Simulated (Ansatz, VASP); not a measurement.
# One calculation of C, two programs

```
CELL_PARAMETERS angstrom
0.00000 1.79793 1.79793
1.79793 0.00000 1.79793
1.79793 1.79793 0.00000
ATOMIC_POSITIONS crystal
C 0.00000 0.00000 0.00000
C 0.25000 0.25000 0.25000
```

Change from the starting cell: hydrostatic strain +1.0%.

Alike in both runs: task single point; functional HSE06; k mesh 8 × 8 × 8; no spin polarisation.

```csv
,VASP,Ansatz
version,VASP 6.6.1,Ansatz 0.2.0
potentials or method,"VASP PAW PBE potentials, release 64 (C)","plane waves, PAW"
plane-wave cutoff (eV),520,420
occupations,"gaussian, width 0.01 eV",fixed
valence electrons in the cell,8,8
```

VASP gave:

```
gap on the k mesh at the Fermi level (eV) : 5.22
pressure (GPa)                            : -17.7
```

Task: What did Ansatz give for the same quantities?

Result: gap on the k mesh at the Fermi level (eV): 5.23; pressure (GPa): -18.4.

Ansatz's warnings: stress exchange threshold loose, stress scf threshold loose.
